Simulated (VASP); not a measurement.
# Ge (C2/c) in VASP: relaxation of cell and atoms with PBE

Aim: the relaxation of cell and atoms of Ge with PBE.

All numbers are computed with VASP 6.6.1; they aren't measurements. Logs are shortened: lines on timing, memory, paths and dates and some standing lists are left out, and cuts for length are marked.

### 1 The cell of the first run

The structure is monoclinic, space group C2/c (No. 15). Conventional cell: a = 5.451 Å, b = 13.509 Å, c = 4.065 Å, α = 90.00°, β = 104.98°, γ = 90.00°. Ge (site symmetry 1) has 4 Ge at 2.48 to 2.53 Å within 3.3 Å. Within 3.3 Å of Ge (site symmetry 2) lie 4 Ge at 2.49 to 2.50 Å.

The cell was generated, and may not be a known phase.

### 2 Relaxation of cell and atoms, PBE

File INCAR:

```
SYSTEM = Ge
  ALGO = Normal
  EDIFF = 1E-7
  EDIFFG = -0.01
  ENCUT = 500
  GGA = PE
  GGA_COMPAT = .FALSE.
  IBRION = 2
  ISIF = 3
  ISMEAR = 0
  KPAR = 4
  LASPH = .TRUE.
  LCHARG = .FALSE.
  LREAL = .FALSE.
  LWAVE = .FALSE.
  NELM = 120
  NELMIN = 4
  NSW = 100
  PREC = Accurate
  SIGMA = 0.02
```

File KPOINTS:

```
k-points
0
G
  6 6 8
  0 0 0
```

File POSCAR:

```
Ge
1.0
    2.7255115724     -6.7543710491      0.0000000000
    2.7255115724      6.7543710491      0.0000000000
   -1.0506534893      0.0000000000      3.9273267293
Ge
6
Direct
    0.1904700600      0.5326453409      0.9550955890
    0.8095299400      0.4673546591      0.0449044110
    0.5326453409      0.1904700600      0.4550955890
    0.4673546591      0.8095299400      0.5449044110
    0.9469638414      0.0530361586      0.7500000000
    0.0530361586      0.9469638414      0.2500000000
```

Potentials or basis: VASP PAW PBE potentials, release 64 (Ge_d).

The run is started by

```
$ cat potpaw_PBE.64/Ge_d/POTCAR > POTCAR
$ mpirun -np 4 vasp_std > vasp.out
```

OUTCAR:

```text
SYSTEM = Ge
   EDIFF = 1E-7
   EDIFFG = -0.01
   ENCUT = 500
   GGA = PE
   IBRION = 2
   ISIF = 3
   ISMEAR = 0
   LASPH = .TRUE.
   LREAL = .FALSE.
   NELM = 120
   NELMIN = 4
   NSW = 100
   PREC = Accurate

 ion  position               nearest neighbor table
   1  0.190  0.533  0.955-   4 2.48   5 2.50   4 2.52   2 2.53
   2  0.810  0.467  0.045-   3 2.48   6 2.50   3 2.52   1 2.53
   3  0.533  0.190  0.455-   2 2.48   6 2.50   2 2.52   4 2.53
   4  0.467  0.810  0.545-   1 2.48   5 2.50   1 2.52   3 2.53
   5  0.947  0.053  0.750-   6 2.49   6 2.49   1 2.50   4 2.50
   6  0.053  0.947  0.250-   5 2.49   5 2.49   2 2.50   3 2.50

  LATTYP: Found a base centered monoclinic cell.
 ALAT       =     5.4510231448
 B/A-ratio  =     2.4782030344
 C/A-ratio  =     0.7458115039
 COS(beta)  =    -0.2584356386

  Lattice vectors:

 A1 = (   2.7255115724,  -6.7543710491,   0.0000000000)
 A2 = (   2.7255115724,   6.7543710491,   0.0000000000)
 A3 = (  -1.0506534893,   0.0000000000,   3.9273267293)

Analysis of symmetry for initial positions (statically):
=====================================================================
 Subroutine PRICEL returns:
 Original cell was already a primitive cell.

 Routine SETGRP: Setting up the symmetry group for a
 base centered monoclinic supercell.

 Subroutine GETGRP returns: Found  4 space group operations
 (whereof  2 operations were pure point group operations)
 out of a pool of  4 trial point group operations.

The static configuration has the point symmetry S_2 .
 The point group associated with its full space group is C_2h.

Analysis of symmetry for dynamics (positions and initial velocities):
=====================================================================
 Subroutine PRICEL returns:
 Original cell was already a primitive cell.

 Routine SETGRP: Setting up the symmetry group for a
 base centered monoclinic supercell.

 Subroutine GETGRP returns: Found  4 space group operations
 (whereof  2 operations were pure point group operations)
 out of a pool of  4 trial point group operations.

The dynamic configuration has the point symmetry S_2 .
 The point group associated with its full space group is C_2h.

 Subroutine INISYM returns: Found  4 space group operations
 (whereof  2 operations are pure point group operations),
 and found     1 'primitive' translations

----------------------------------------------------------------------------------------

                                     Primitive cell

  volume of cell :     144.5972

  direct lattice vectors                    reciprocal lattice vectors
     2.725511572 -6.754371049  0.000000000     0.183451799 -0.074026137  0.049077728
     2.725511572  6.754371049  0.000000000     0.183451799  0.074026137  0.049077728
    -1.050653489  0.000000000  3.927326729     0.000000000  0.000000000  0.254626128

  length of vectors
     7.283539085  7.283539085  4.065435769     0.203821134  0.203821134  0.254626128

  position of ions in fractional coordinates (direct lattice)
     0.190470060  0.532645341  0.955095589
     0.809529940  0.467354659  0.044904411
     0.532645341  0.190470060  0.455095589
     0.467354659  0.809529940  0.544904411
     0.946963841  0.053036159  0.750000000
     0.053036159  0.946963841  0.250000000

  ion indices of the primitive-cell ions
   primitive index   ion index
                 1           1
                 2           2
                 3           3
                 4           4
                 5           5
                 6           6

----------------------------------------------------------------------------------------

 KPOINTS: k-points

Automatic generation of k-mesh.
 Grid dimensions read from file:
 generate k-points for:    6    6    8

 Generating k-lattice:

  Cartesian coordinates                     Fractional coordinates (reciprocal lattice)
     0.030575300 -0.012337690  0.008179621     0.166666667  0.000000000  0.000000000
     0.030575300  0.012337690  0.008179621     0.000000000  0.166666667  0.000000000
     0.000000000  0.000000000  0.031828266     0.000000000  0.000000000  0.125000000

  Length of vectors
     0.033970189  0.033970189  0.031828266

  Shift w.r.t. Gamma in fractional coordinates (k-lattice)
     0.000000000  0.000000000  0.000000000

 Subroutine IBZKPT returns following result:
 ===========================================

 Found     89 irreducible k-points:

 Following reciprocal coordinates:
            Coordinates               Weight
  0.000000  0.000000  0.000000      1.000000
  0.166667 -0.000000 -0.000000      4.000000
  0.333333  0.000000 -0.000000      4.000000
  0.500000  0.000000  0.000000      2.000000
  0.166667  0.166667 -0.000000      2.000000
  0.333333  0.166667  0.000000      4.000000
[... 16 lines left out ...]
 -0.333333  0.166667  0.125000      4.000000
 -0.166667  0.166667  0.125000      4.000000
 [... further k-points ...]
   k-points           NKPTS =     89   k-points in BZ     NKDIM =     89   number of bands    NBANDS=     50
   number of dos      NEDOS =    301   number of ions     NIONS =      6
   total plane-waves  NPLWV =  87480
   dimension x,y,z NGX =    54 NGY =   54 NGZ =   30
   dimension x,y,z NGXF=   108 NGYF=  108 NGZF=   60
   ions per type =               6
   NGX,Y,Z   is equivalent  to a cutoff of  12.33, 12.33, 12.27 a.u.
   NGXF,Y,Z  is equivalent  to a cutoff of  24.65, 24.65, 24.54 a.u.
 SYSTEM =  Ge
   PREC   = accura    normal or accurate (medium, high low for compatibility)
   ISTART =      0    job   : 0-new  1-cont  2-samecut
   ICHARG =      2    charge: 1-file 2-atom 10-const
   ISPIN  =      1    spin polarized calculation?
   LNONCOLLINEAR =      F non collinear calculations
   LSORBIT =      F    spin-orbit coupling
   LASPH  =      T    aspherical Exc in radial PAW
   ENCUT  =  500.0 eV  36.75 Ry    6.06 a.u.  13.28 13.28  7.41*2*pi/ulx,y,z
   NELM   =    120;   NELMIN=  4; NELMDL= -5     # of ELM steps
   EDIFF  = 0.1E-06   stopping-criterion for ELM
   LREAL  =      F    real-space projection
   EDIFFG = -.1E-01   stopping-criterion for IOM
   NSW    =    100    number of steps for IOM
   IBRION =      2    ionic relax: 0-MD 1-quasi-New 2-CG
   NFREE  =      1    steps in history (QN), initial steepest desc. (CG)
   ISIF   =      3    stress and relaxation
   ISYM   =      2    0-nonsym 1-usesym 2-fastsym
   POTIM  = 0.5000    time-step for ionic-motion
   TEBEG  =    0.0;   TEEND  =   0.0 temperature during run
   PSTRESS=    0.0 pullay stress
   NELECT =      84.0000    total number of electrons
   NUPDOWN=      -1.0000    fix difference up-down
   EMIN   =  10.00;   EMAX   =-10.00  energy-range for DOS
   EFERMI =   0.00;   METHOD = LEGACY
   ISMEAR =     0;   SIGMA  =   0.02  broadening in eV -4-tet -1-fermi 0-gaus
   EFERMI_NEDOS =   21; number of points for ismear=-14 and -15
   IALGO  =     38    algorithm
   IMIX   =      4    mixing-type and parameters
     AMIX     =   0.40;   BMIX     =  1.00
     AMIX_MAG =   1.60;   BMIX_MAG =  1.00
  volume/ion in A,a.u.               =      24.10       162.63
  Fermi-wavevector in a.u.,A,eV,Ry     =   1.365991  2.581349 25.387549  1.865932
  Thomas-Fermi vector in A             =   2.492171
   LORBIT       =      0    0 simple, 1 ext, 2 COOP (PROOUT), +10 PAW based schemes
   GGA     = PE    functional components
   LHFCALC =     F    Hartree Fock is set to
   AEXX    =    0.0000 exact exchange contribution
   IVDW    =     0    specifies the selected vdW correction
   LEPSILON=     F    determine dielectric tensor
   LRPA    =     F    only Hartree local field effects (RPA)
 conjugate gradient relaxation of ions
 non-spin polarized calculation
 Gauss-broadening in eV      SIGMA  =   0.02
  energy-cutoff  :      500.00
  volume of cell :      144.60
 maximum number of plane-waves:      3692
 NGX is ok and might be reduce to    54
   NGX = 27   NGY = 27   NGZ = 15

--------------------------------------- Ionic step        1  -------------------------------------------

 number of electron      84.0000006 magnetization

 Free energy of the ion-electron system (eV)
  ---------------------------------------------------
  ext. energy  EPLUGINS =         0.00000000
  ---------------------------------------------------
  free energy    TOTEN  =       -26.55260735 eV

  energy without entropy =      -26.55260735  energy(sigma->0) =      -26.55260735

------------------------ aborting loop because EDIFF is reached ----------------------------------------

  FORCE on cell =-STRESS in cart. coord.  units (eV):
  Direction    XX          YY          ZZ          XY          YZ          ZX
  --------------------------------------------------------------------------------------
  -------------------------------------------------------------------------------------
  Total        0.1628453      0.2046058     -0.8218412      0.0000000      0.0000000      0.4197059
  in kB        1.8043714      2.2670885     -9.1062280      0.0000000      0.0000000      4.6504578
  external PRESSURE =      -1.6782560 kB  Pullay stress =       0.0000000 kB
[... 185 lines left out ...]
  energy  without entropy=      -26.5591239204  energy(sigma->0) =      -26.55912392

--------------------------------------- Ionic step        6  -------------------------------------------

 number of electron      84.0000014 magnetization

 Free energy of the ion-electron system (eV)
  ---------------------------------------------------
  ext. energy  EPLUGINS =         0.00000000
  ---------------------------------------------------
  free energy    TOTEN  =       -26.55916488 eV

  energy without entropy =      -26.55916488  energy(sigma->0) =      -26.55916488

 E-fermi :   4.2012     XC(G=0):  -9.6444

 val. band max:        4.0923393529   @ k =   0.3333   0.3333  -0.0000
 cond. band min:       4.5688557716   @ k =   0.5000   0.1667  -0.0000
 fundamental gap:      0.4765164187
 Fermi energy:         4.2012183744

 k-point     1 :       0.0000    0.0000    0.0000
  band No.  band energies     occupation
      1     -20.4284      2.00000
      2     -20.3888      2.00000
      3     -20.3857      2.00000
      4     -20.3765      2.00000
      5     -20.3736      2.00000
      6     -20.3686      2.00000
[... 1261 lines left out ...]
     49       8.3511      0.00000
     50       8.9594      0.00000

 [... further k-points ...]

------------------------ aborting loop because EDIFF is reached ----------------------------------------

  FORCE on cell =-STRESS in cart. coord.  units (eV):
  Direction    XX          YY          ZZ          XY          YZ          ZX
  --------------------------------------------------------------------------------------
  -------------------------------------------------------------------------------------
  Total       -0.0330012     -0.0298538     -0.0325969      0.0000000      0.0000000     -0.0011082
  in kB       -0.3664853     -0.3315327     -0.3619952      0.0000000      0.0000000     -0.0123071
  external PRESSURE =      -0.3533377 kB  Pullay stress =       0.0000000 kB
[... 21 lines left out ...]
  FREE ENERGIE OF THE ION-ELECTRON SYSTEM (eV)
  ---------------------------------------------------
  free  energy   TOTEN  =       -26.5591648757 eV

  energy  without entropy=      -26.5591648757  energy(sigma->0) =      -26.55916488

 reached required accuracy - stopping structural energy minimisation
```

It took 12 min on 4 MPI ranks of AMD EPYC 9R14 (Zen 4), shared host; peak memory 0.54 GiB.

Results:

* Free energy: -26.5592 eV
* Relaxed volume: 24.05 Å³/atom
* Relaxed cell: a = 7.304 Å, b = 7.304 Å, c = 4.026 Å, α = 95.42°, β = 95.42°, γ = 136.03°
* Space group after relaxing (to 0.1 Å): C2/c (No. 15)
* Energy gained by relaxing: 1.1 meV/atom
* Ionic steps: 6
* Pressure after relaxing: 0.0 GPa
* Largest force after relaxing: 0.003 eV/Å
* Band gap on the k mesh: 0.48 eV (least direct gap 0.59 eV)

Forces in eV/Å, atoms in the order of the input:
```
Ge   0.003  0.001  0.001
Ge  -0.003 -0.001 -0.001
Ge   0.003 -0.001  0.001
Ge  -0.003  0.001 -0.001
Ge   0.000 -0.001  0.000
Ge   0.000  0.001  0.000
```

Step by step:
```tsv
step	energy change (eV)	largest force (eV/Å)	pressure (GPa)	volume (Å³)
1	0.0000	0.0505	-0.17	144.60
2	-0.0052	0.0767	0.04	144.06
3	-0.0053	0.0821	0.03	144.00
4	-0.0065	0.0124	0.09	144.00
5	-0.0065	0.0062	0.08	144.00
6	-0.0066	0.0032	-0.04	144.27
```

Final structure:
```
CELL_PARAMETERS angstrom
2.73439 -6.77238 0.01311
2.73439 6.77238 0.01311
-1.03519 0.00000 3.89044
ATOMIC_POSITIONS crystal
Ge 0.18970 0.53119 0.95504
Ge 0.81030 0.46881 0.04496
Ge 0.53119 0.18970 0.45504
Ge 0.46881 0.81030 0.54496
Ge 0.94668 0.05332 0.75000
Ge 0.05332 0.94668 0.25000
```

Levels at points of the mesh, in eV from the valence-band top:
```
           k point  band 39  band 40  band 41  band 42  band 43  band 44  band 45  band 46
(0.00, 0.00, 0.00)    -1.28    -1.00    -0.43    -0.11     0.59     0.68     1.98     2.33
(0.50, 0.00, 0.00)    -1.39    -1.12    -0.32    -0.11     0.93     1.25     1.62     2.85
(0.50, 0.50, 0.00)    -1.98    -1.34    -1.26    -0.56     1.07     1.77     1.90     1.97
(0.00, 0.00, 0.50)    -2.56    -2.56    -1.29    -1.29     1.44     1.44     2.34     2.34
(0.50, 0.00, 0.50)    -2.62    -2.12    -1.81    -0.72     0.83     1.95     3.01     3.30
(0.50, 0.50, 0.50)    -2.44    -2.44    -1.80    -1.80     1.11     1.11     2.04     2.04
```

Caveat: semilocal functionals underestimate gaps, and a narrow one can read as zero. A k mesh can miss the band edges.
